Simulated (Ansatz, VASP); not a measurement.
# One calculation of NiSbO4, two programs

```xyz
6
Lattice="3.4719 0.0000 0.0000 0.0000 3.4719 0.0000 0.0000 0.0000 6.2013" Properties=species:S:1:pos:R:3 pbc="T T T"
Ni    0.0000    0.0000    0.0000
Sb    1.7360    1.7360    3.1007
O     0.0000    0.0000    4.2080
O     0.0000    0.0000    1.9933
O     1.7360    0.0000    0.0000
O     0.0000    1.7360    0.0000
```

Change from the starting cell: species swapped into the AlTlF4 type (P4/mmm, No. 123).

Alike in both runs: functional PBE; k mesh 6 × 6 × 4; occupations gaussian, width 0.1 eV; collinear spin.

Ansatz relaxed the structure, and its values are those at the end. VASP's run is a single point on that final structure, the one shown.

```csv
,VASP,Ansatz
version,VASP 6.6.1,Ansatz 0.2.0
potentials or method,"VASP PAW PBE potentials, release 64 (Ni, Sb, O), cutoff 520 eV","scalar-relativistic, plane waves, PAW"
valence electrons in the cell,39,57
```

|  | VASP | Ansatz | Ansatz less VASP |
| --- | --- | --- | --- |
| gap on the k mesh at the Fermi level (eV) | none | none | - |
| pressure (GPa) | 0.1 | 0.0 | -0.03 |
| rms of the force components (eV/Å) | 0.037 | 0.008 | -0.0291 |
| net moment per atom (μB) | 0.32 | 0.32 | -0.001 |
| size of the moment on the site where the two differ most (μB) | 0.60 | 0.64 | +0.040 |

Site moments also hang on the region over which each program counts them. A gap of «none» marks a metal or a gap that the smearing closes. With one functional, cell and mesh, what is left measures potentials, basis and numerics. VASP's potentials hold 39 valence electrons a cell and Ansatz's 57, so a difference there can come from the potentials and not from the codes.

Spin-orbit coupling is off throughout.
